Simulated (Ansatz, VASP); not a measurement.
## One calculation of Nb, two programs

```
Nb
1.0
    -1.65278    1.65278    1.65278
     1.65278   -1.65278    1.65278
     1.65278    1.65278   -1.65278
Nb
1
Direct
  0.00000 0.00000 0.00000
```

Change from the starting cell: volume scaled by 0.98.

Alike in both runs: task single point; functional LDA; k mesh 11 × 11 × 11; occupations methfessel-paxton of order 1, width 0.01 eV; no spin polarisation; Hubbard terms Nb d U = 4.0 eV.

|  | VASP | Ansatz |
| --- | --- | --- |
| version | VASP 6.6.1 | Ansatz 0.2.0 |
| potentials or method | VASP PAW LDA potentials, release 64 (Nb_sv), cutoff 500 eV | all-electron LAPW, scalar-relativistic |

```csv
,VASP,Ansatz,Ansatz less VASP
gap on the k mesh at the Fermi level (eV),none,none,-
pressure (GPa),2.1,-6.1,-8.17
```

LDA's correlation is that of Perdew and Zunger in VASP and of Perdew and Wang (1992) in Ansatz. The programs project onto different local orbitals, so the same U acts differently, and such runs can settle in different states. A gap of «none» marks a metal or a gap that the smearing closes. Ansatz ran all-electron here, and VASP with PAW potentials.

Noted on Ansatz's run: U is the effective U less J, on atomic orbitals that reach past the spheres.
